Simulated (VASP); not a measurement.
# Si (a cell with a defect) in VASP: further runs, part 2 of 2

VASP 6.6.1. Earlier steps stand in the parts before.

## (4) Single point, PBEsol

Contents of INCAR:

```
SYSTEM = Si
PREC = Accurate
ENCUT = 520
EDIFF = 1E-7
ISMEAR = -1
SIGMA = 0.05
LREAL = Auto
LASPH = .True.
NELM = 60
ALGO = Normal
ISIF = 2
LWAVE = .False.
LCHARG = .True.
GGA = PS
LELF = .True.
LVHAR = .True.
NBANDS = 48
```

Contents of KPOINTS:

```
Automatic mesh
0
Gamma
  2 2 2
  0 0 0
```

Contents of POSCAR:

```
Si
1.0
    0.0000000000      5.4300000000      5.4300000000
    5.4300000000      0.0000000000      5.4300000000
    5.4300000000      5.4300000000      0.0000000000
Si
17
Direct
    0.0039473297     -0.0036217311     -0.0035953959
    0.1325639042      0.1222071823      0.1223804788
    0.0037662983     -0.0033421731      0.5027767956
    0.1253855433      0.1264529466      0.6238586556
    0.0037328729      0.5025820442     -0.0032148250
    0.1253627072      0.6237978821      0.1264415285
    0.0004505525      0.4998185083      0.4998255064
    0.1252491713      0.6240552486      0.6242108656
    0.5009712707     -0.0007119705     -0.0003895028
    0.6235703499      0.1223670350      0.1223848987
    0.4976682320     -0.0031133517      0.5025772560
    0.6234488029      0.1226952118      0.6311559853
    0.4976349908      0.5025213628     -0.0031176796
    0.6234603131      0.6308310313      0.1228603131
    0.4974914365      0.5027520258      0.5029000921
    0.6269256906      0.6243061694      0.6243463168
    0.7512507366      0.2492531308      0.2495277164
```

Potentials or basis: VASP PAW PBE potentials, release 64 (Si).

Started as:

```sh
$ cat potpaw_PBE.64/Si/POTCAR > POTCAR
$ mpirun -np 1 vasp_std > vasp.out
```

OUTCAR:

```text
SYSTEM = Si
   PREC = Accurate
   ENCUT = 520
   EDIFF = 1E-7
   ISMEAR = -1
   LREAL = Auto
   LASPH = .True.
   NELM = 60
   ISIF = 2
   GGA = PS

 ion  position               nearest neighbor table
   1  0.004  0.996  0.996-   4 2.34   6 2.34  10 2.38   2 2.39  17 2.75
   2  0.133  0.122  0.122-   9 2.31   5 2.38   3 2.39   1 2.39  17 2.39
   3  0.004  0.997  0.503-   4 2.34   8 2.34  12 2.38   2 2.39  17 2.75
   4  0.125  0.126  0.624-  11 2.33   3 2.34   1 2.34   7 2.34
   5  0.004  0.503  0.997-   6 2.34   8 2.34  14 2.38   2 2.38  17 2.75
   6  0.125  0.624  0.126-  13 2.33   5 2.34   1 2.34   7 2.34
   7  0.000  0.500  0.500-   4 2.34   6 2.34   8 2.34  16 2.34
   8  0.125  0.624  0.624-  15 2.33   5 2.34   3 2.34   7 2.34
   9  0.501  0.999  1.000-   2 2.31  10 2.31  12 2.31  14 2.31
  10  0.624  0.122  0.122-   9 2.31  13 2.38  11 2.38   1 2.38  17 2.39
  11  0.498  0.997  0.503-   4 2.33  16 2.34  12 2.38  10 2.38  17 2.75
  12  0.623  0.123  0.631-   9 2.31  15 2.38  11 2.38   3 2.38  17 2.39
  13  0.498  0.503  0.997-   6 2.33  16 2.34  14 2.38  10 2.38  17 2.75
  14  0.623  0.631  0.123-   9 2.31  15 2.38  13 2.38   5 2.38  17 2.39
  15  0.497  0.503  0.503-   8 2.33  16 2.34  14 2.38  12 2.38  17 2.75
  16  0.627  0.624  0.624-  15 2.34  13 2.34  11 2.34   7 2.34
  17  0.751  0.249  0.250-   2 2.39  14 2.39  12 2.39  10 2.39   3 2.75   5 2.75  11 2.75   1 2.75
[... 211 lines left out ...]
      5      -3.6818      2.00000
      6      -2.8790      2.00000
[... 381 lines left out ...]
     45      10.0355      0.00000
     46      10.0370      0.00000
 [bands above 46 left out]

------------------------ aborting loop because EDIFF is reached ----------------------------------------

  FORCE on cell =-STRESS in cart. coord.  units (eV):
  Direction    XX          YY          ZZ          XY          YZ          ZX
  --------------------------------------------------------------------------------------
  -------------------------------------------------------------------------------------
  Total        6.9100242      6.9116019      6.9114335     -0.0236498      0.0266897     -0.0234947
  in kB       34.5748788     34.5827729     34.5819302     -0.1183339      0.1335440     -0.1175577
  external PRESSURE =      34.5798606 kB  Pullay stress =       0.0000000 kB

 VOLUME and BASIS-vectors are now :
 -----------------------------------------------------------------------------
  energy-cutoff  :      520.00
  volume of cell :      320.21
      direct lattice vectors                 reciprocal lattice vectors
     0.000000000  5.430000000  5.430000000    -0.092081031  0.092081031  0.092081031
     5.430000000  0.000000000  5.430000000     0.092081031 -0.092081031  0.092081031
     5.430000000  5.430000000  0.000000000     0.092081031  0.092081031 -0.092081031

 POSITION                                       TOTAL-FORCE (eV/Angst)
 -----------------------------------------------------------------------------------
     10.82081      5.43191      5.43177         0.010809      0.004119      0.001572
      1.32811      1.38435      1.38341        -0.006229      0.005311      0.005194
      8.14193      2.75053      5.43230        -0.006866     -0.007773     -0.000029
      4.07419      4.06840      1.36748         0.012912     -0.007142     -0.011677
      8.14156      5.43281      2.74929        -0.006613      0.001836     -0.007026
      4.07380      1.36730      4.06794         0.015374     -0.011857     -0.006495
[... 9 lines left out ...]
      6.78018      6.79441      6.79419        -0.001720      0.007486      0.010201
      2.70838      5.43423      5.43274        -0.002006     -0.003024     -0.005949
 -----------------------------------------------------------------------------------
    total drift:                                0.002916     -0.003656     -0.004598

  FREE ENERGIE OF THE ION-ELECTRON SYSTEM (eV)
  ---------------------------------------------------
  free  energy   TOTEN  =       -93.9474789360 eV

  energy  without entropy=      -93.9107037210  energy(sigma->0) =      -93.92909133
```

OSZICAR:

```text
N       E                     dE             d eps       ncg     rms          rms(c)
DAV:   1     0.157110281087E+03    0.15711E+03   -0.26093E+04   768   0.117E+03
DAV:   2    -0.805676876664E+02   -0.23768E+03   -0.22482E+03   928   0.170E+02
DAV:   3    -0.955402621418E+02   -0.14973E+02   -0.14561E+02   984   0.374E+01
DAV:   4    -0.958581924572E+02   -0.31793E+00   -0.31661E+00   952   0.672E+00
DAV:   5    -0.958657451693E+02   -0.75527E-02   -0.75498E-02   960   0.994E-01    0.149E+01
DAV:   6    -0.945021080649E+02    0.13636E+01   -0.94830E-01   896   0.286E+00    0.892E+00
DAV:   7    -0.939451628834E+02    0.55695E+00   -0.13011E+00   872   0.326E+00    0.788E-01
DAV:   8    -0.939474806910E+02   -0.23178E-02   -0.64068E-02   896   0.928E-01    0.423E-01
DAV:   9    -0.939471890372E+02    0.29165E-03   -0.44595E-03   896   0.226E-01    0.189E-01
DAV:  10    -0.939474324151E+02   -0.24338E-03   -0.61721E-04   896   0.816E-02    0.763E-02
DAV:  11    -0.939474753704E+02   -0.42955E-04   -0.98557E-05   952   0.367E-02    0.200E-02
DAV:  12    -0.939474784579E+02   -0.30874E-05   -0.62006E-06   912   0.941E-03    0.693E-03
DAV:  13    -0.939474789169E+02   -0.45909E-06   -0.17260E-06   952   0.425E-03    0.151E-03
DAV:  14    -0.939474789360E+02   -0.19039E-07   -0.22729E-07   752   0.177E-03
   1 F= -.93947479E+02 E0= -.93929091E+02  d E =-.367752E-01
```

stdout:

```text
POSCAR found type information on POSCAR Si
 POSCAR found :  1 types and      17 ions
 scaLAPACK will be used
 -----------------------------------------------------------------------------
|                                                                             |
|                                                                             |
|     You enforced a specific xc type in the INCAR file but a different       |
|     I HOPE YOU KNOW WHAT YOU ARE DOING!                                     |
|                                                                             |
 -----------------------------------------------------------------------------

 LDA part: xc-table for (Slater+PW92), standard interpolation
 POSCAR, INCAR and KPOINTS ok, starting setup
 FFT: planning ... GRIDC
 FFT: planning ... GRID_SOFT
 FFT: planning ... GRID
 WAVECAR not read
 entering main loop
```

Run time: 3.4 min. Hardware: 1 thread of Intel Xeon Platinum 8488C (Sapphire Rapids), shared host; peak memory 0.46 GiB.

What came out:

- Free energy: -93.9475 eV
- Pressure: 3.5 GPa
- Largest force: 0.022 eV/Å
- Band gap on the k mesh: zero (bands 34 and 35 overlap by 0.25 eV)

Forces in eV/Å, atoms in the order of the input:
```
Si   0.011  0.004  0.002
Si  -0.006  0.005  0.005
Si  -0.007 -0.008  0.000
Si   0.013 -0.007 -0.012
Si  -0.007  0.002 -0.007
Si   0.015 -0.012 -0.006
Si   0.003 -0.002 -0.001
Si   0.013 -0.014 -0.011
Si   0.001  0.000  0.002
Si  -0.009 -0.001 -0.002
Si  -0.011  0.008  0.008
Si   0.005  0.013 -0.007
Si  -0.010  0.009  0.006
Si   0.007 -0.009  0.016
Si  -0.014  0.006  0.005
Si  -0.002  0.007  0.010
Si  -0.002 -0.003 -0.006
```

Caveat: the k points lie up to 0.50 Å⁻¹ apart; the PAW data sets were made with another functional, which shifts forces and pressure a little.
